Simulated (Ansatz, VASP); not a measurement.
**One calculation of ScAsS, two programs**

```
Sc As S
1.0
     3.82126    0.00000    0.00000
     0.00000    3.82126    0.00000
     0.00000    0.00000    4.03027
Sc As S
1 1 1
Direct
  0.00000 0.00000 0.00000
  0.50000 0.50000 0.50000
  0.50000 0.50000 0.00000
```

Change from the starting cell: species swapped into the MgNiH type (P4/mmm, No. 123).

Alike in both runs: task single point; functional PBE; k mesh 4 × 4 × 4; occupations gaussian, width 0.1 eV; no spin polarisation.

|  | VASP | Ansatz |
| --- | --- | --- |
| version | VASP 6.6.1 | Ansatz 0.2.0 |
| potentials or method | VASP PAW PBE potentials, release 64 (Sc_sv, As, S), cutoff 520 eV | scalar-relativistic, plane waves, PAW |
| valence electrons in the cell | 22 | 32 |

VASP gave:

* gap on the k mesh at the Fermi level (eV): none
* pressure (GPa): 18.7
* traceless stress, the component that is largest in VASP (GPa): 50.33

Question: Which values does Ansatz return?

Answer: gap on the k mesh at the Fermi level (eV): none; pressure (GPa): 18.1; traceless stress, the component that is largest in VASP (GPa): 49.40.

A gap of «none» marks a metal or a gap that the smearing closes. VASP's potentials hold 22 valence electrons a cell and Ansatz's 32, so a difference there can come from the potentials and not from the codes.

The k mesh is coarse, so the values compare programs but aren't converged.
